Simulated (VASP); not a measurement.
A run of VASP 6.6.1 is set up as follows.

Contents of INCAR:

```
SYSTEM = H18CO9
PREC = Accurate
ENCUT = 520
EDIFF = 1E-7
ISMEAR = -1
SIGMA = 0.05
LREAL = Auto
LASPH = .True.
NELM = 60
ALGO = Normal
ISIF = 2
LWAVE = .False.
LCHARG = .True.
GGA = PE
IVDW = 12
LELF = .True.
LVHAR = .True.
NBANDS = 58
```

KPOINTS

```
regular mesh
0
Gamma
  1 1 1
  0 0 0
```

File POSCAR:

```
H18CO9
1.0
    6.9180930000      0.0000000000      0.0000000000
    0.0000000000      6.9180930000      0.0000000000
    0.0000000000      0.0000000000      6.9180930000
O H C
9 18 1
Direct
    0.5691308284     -0.1503015354      0.3871008962
    0.1425681904      1.0330014355      0.5289318892
    0.9871217401      1.3083229728      0.1985951909
    0.3395588929      0.4622082993      0.4045045361
    0.5133495603      0.5431699169      0.7793332642
    0.8462158575      0.5545025197      0.0439282906
    0.6461607267      0.2308295075      0.4382999766
    1.0966605971      0.5140289383      0.7291171136
    0.4341225248      0.9012310184      0.9511291623
    0.6373721776     -0.2063574456      0.5047633792
    0.5282380564     -0.2569205126      0.2963822545
    0.2714331825      1.0462131689      0.4635092359
    0.1408191535      0.8817314251      0.5893676191
    0.9929614997      1.3497505743      0.0506497961
    1.1139341434      1.3311616366      0.2489125255
    0.4734397181      0.4030012317      0.4271697417
    0.3104034595      0.5911744754      0.4140591923
    0.5849733445      0.4681347880      0.8766722274
    0.4844543142      0.6545300851      0.8597745072
    0.9020693998      0.6606011223      0.1455025250
    0.7165703034      0.5078133526      0.0788512094
    0.7602962261      0.2389386786      0.3359451803
    0.6421711879      0.0947370901      0.4121656069
    1.0631831633      0.4395720034      0.6105439751
    1.2276359974      0.5644619117      0.7183771597
    0.3329241165      1.1895619212      0.9352432816
    0.1713622526      0.9456363191      0.8934109443
    0.3155349314      1.0240538831      0.9334075156
```

Potentials or basis: VASP PAW PBE potentials, release 64 (O, H, C).

Command:

```bash
$ cat potpaw_PBE.64/O/POTCAR potpaw_PBE.64/H/POTCAR potpaw_PBE.64/C/POTCAR > POTCAR
$ mpirun -np 1 vasp_gam > vasp.out
```

(1) Predict the largest force.

(2) Predict the dispersion energy per atom.

Results:

(1) 4.378 eV/Å.

(2) -0.031 eV.

Caveat: the k points lie up to 0.91 Å⁻¹ apart.
